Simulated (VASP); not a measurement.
Runs of VASP 6.6.1 on C. The structure is that of space group R-3m (No. 166), or close to it. The cells are those of the table. 

```csv
cell,pressure (GPa),largest force (eV/Å)
"a = 3.635 Å, angles 39.5°, 2 atoms",0.9,0.91
"a = 3.561 Å, angles 39.5°, 2 atoms",20.9,0.88
"a = 3.611 Å, angles 39.5°, 2 atoms",6.9,0.90
"a = 3.683 Å, angles 39.5°, 2 atoms",(a),0.92
"a = 3.586 Å, angles 39.5°, 2 atoms",13.6,0.89
"a = 3.706 Å, angles 39.5°, 2 atoms",-14.3,0.93
"a = 3.659 Å, angles 39.5°, 2 atoms",(b),0.92
```

Alike in all rows: task single point; level r2SCAN; potentials or basis VASP PAW PBE potentials, release 64 (C); no spin polarisation; k mesh 14 × 14 × 14; cutoff (eV) 520; smearing fermi-dirac 0.15 eV.

Fill in the values left out.

(a) -9.7; (b) -4.6.

Caveats: the PAW data sets were made with another functional, which shifts forces and pressure a little; the cell stands under pressure (at least some runs); the cell stands under tension (at least some runs).
